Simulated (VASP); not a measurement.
Input of a VASP 6.6.1 run:

File INCAR:

```
SYSTEM = Cu
  PREC = Accurate
  ENCUT = 820
  EDIFF = 1E-6
  ISMEAR = 0
  SIGMA = 0.15
  LREAL = .FALSE.
  LASPH = .TRUE.
  NELM = 120
  ALGO = Normal
  ISIF = 2
  LWAVE = .FALSE.
  LCHARG = .TRUE.
  GGA = CA
  LELF = .TRUE.
  LVHAR = .TRUE.
  NBANDS = 16
  GGA_COMPAT = .FALSE.
```

KPOINTS

```
regular mesh
0
G
  24 24 24
  0 0 0
```

File POSCAR:

```
Cu
1.0
   -1.4124023057      1.4124023057      1.2875459418
    1.4124023057     -1.4124023057      1.2875459418
    1.4124023057      1.4124023057     -1.2875459418
Cu
1
Direct
    0.0000000000      0.0000000000      0.0000000000
```

Potentials or basis: VASP PAW LDA potentials, release 64 (Cu_sv_GW).

The run is started by

```sh
$ cat potpaw_LDA.64/Cu_sv_GW/POTCAR > POTCAR
$ mpirun -np 1 vasp_std > vasp.out
```

Question: Estimate the band gap on the k mesh.

Answer: Zero (an odd number of electrons rules out a gap without spin polarisation).

Question: Predict the pressure.

Answer: 12.9 GPa.

Stress tensor (GPa, compression positive):
```
12.45  0.00  0.00
 0.00 12.45  0.00
 0.00  0.00 13.91
```

Caveat: the cell stands under pressure.
